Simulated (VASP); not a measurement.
**Ti12H: single point with PBEsol**

System: Ti12H, a slab with vacuum.

```
Ti H
1.0
     2.79879    0.00000    0.00000
     0.00000    7.82071    0.00000
     0.00000    0.00000   25.77294
Ti H
12 1
Direct
  0.00000 0.50000 0.32980
  0.50000 0.16667 0.32980
  0.50000 0.83333 0.32980
  0.00000 0.00000 0.41740
  0.50000 0.66667 0.41740
  0.50000 0.33333 0.41740
  0.00000 0.49824 0.50880
  0.50000 0.16718 0.50697
  0.50000 0.83253 0.50732
  0.00000 0.99541 0.58677
  0.50000 0.66864 0.59339
  0.50000 0.33675 0.59173
  0.00000 0.78783 0.63103
```

```json
{
 "Program": "VASP 6.6.1",
 "Task": "single point",
 "Functional": "PBEsol",
 "Potentials or basis": "VASP PAW PBE potentials, release 64 (Ti_sv, H)",
 "Cutoff": "520 eV",
 "k mesh": "10 × 4 × 1",
 "Occupations": "gaussian, width 0.1 eV",
 "Spin": "no spin polarisation"
}
```

```
Largest force          : 0.632 eV/Å
Band gap on the k mesh : zero (an odd number of electrons rules out a gap without spin polarisation)
```

Forces in eV/Å, atoms in the order of the input:
```
Ti   0.000 -0.003  0.632
Ti   0.000 -0.016  0.404
Ti   0.000  0.013  0.421
Ti   0.000  0.015 -0.615
Ti   0.000 -0.172 -0.430
Ti   0.000  0.161 -0.416
Ti   0.000  0.003  0.007
Ti   0.000 -0.013  0.015
Ti   0.000  0.006  0.009
Ti   0.000  0.006 -0.015
Ti   0.000 -0.013 -0.009
Ti   0.000  0.011 -0.008
H    0.000  0.003  0.003
```

Levels at points of the mesh, in eV from the Fermi level:
| k point | band 68 | band 69 | band 70 | band 71 | band 72 | band 73 | band 74 | band 75 | band 76 | band 77 |
| --- | --- | --- | --- | --- | --- | --- | --- | --- | --- | --- |
| (0.00, 0.00, 0.00) | -0.33 | -0.32 | -0.27 | -0.22 | -0.15 | -0.06 | -0.05 | 0.03 | 0.20 | 0.31 |
| (0.50, 0.00, 0.00) | -0.97 | -0.78 | -0.42 | -0.30 | -0.05 | 0.03 | 0.13 | 0.39 | 0.52 | 0.62 |
| (0.00, 0.50, 0.00) | -0.43 | -0.39 | -0.25 | -0.16 | -0.05 | 0.08 | 0.19 | 0.29 | 0.34 | 0.42 |
| (0.50, 0.50, 0.00) | -0.67 | -0.65 | -0.46 | -0.01 | 0.19 | 0.27 | 0.32 | 0.33 | 0.36 | 0.57 |

Run time: 36 min on 1 thread of AMD EPYC 9R45 96-Core Processor (Zen 5) (shared host), peak memory 0.9 GiB.

Caveat: the PAW data sets were made with another functional, which shifts forces and pressure a little.
